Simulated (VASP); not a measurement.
Cu: single point with PBE

Cu:

```
Cu
1.0
    -1.45934    1.45934    1.48356
     1.45934   -1.45934    1.48356
     1.45934    1.45934   -1.48356
Cu
1
Direct
  0.00000 0.00000 0.00000
```

| Quantity | Value |
| --- | --- |
| Program | VASP 6.6.1 |
| Task | single point |
| Functional | PBE |
| Potentials or basis | VASP PAW PBE potentials, release 64 (Cu) |
| Cutoff | 520 eV |
| k mesh | 24 × 24 × 24 |
| Occupations | gaussian, width 0.15 eV |
| Spin | no spin polarisation |

* Pressure: -5.8 GPa
* Band gap on the k mesh: zero (an odd number of electrons rules out a gap without spin polarisation)

Stress tensor (GPa, compression positive):
```
-5.86  0.00  0.00
 0.00 -5.86  0.00
 0.00  0.00 -5.62
```

Levels at points of the mesh, in eV from the Fermi level:
| k point | band 4 | band 5 | band 6 | band 7 | band 8 | band 9 |
| --- | --- | --- | --- | --- | --- | --- |
| (0.00, 0.00, 0.00) | -2.86 | -2.01 | -1.95 | 24.18 | 24.50 | 24.50 |
| (0.50, 0.00, 0.00) | -1.89 | -1.33 | -0.45 | 3.94 | 16.88 | 17.08 |
| (0.50, 0.50, 0.00) | -1.87 | -1.32 | -0.34 | 4.11 | 16.43 | 16.66 |
| (0.50, 0.50, 0.50) | -1.47 | -1.47 | 7.52 | 8.10 | 8.10 | 12.90 |

It took 2.5 min on 1 thread of Intel(R) Xeon(R) Platinum 8488C (Sapphire Rapids) (shared host), peak memory 0.27 GiB.

Caveat: the cell stands under tension.
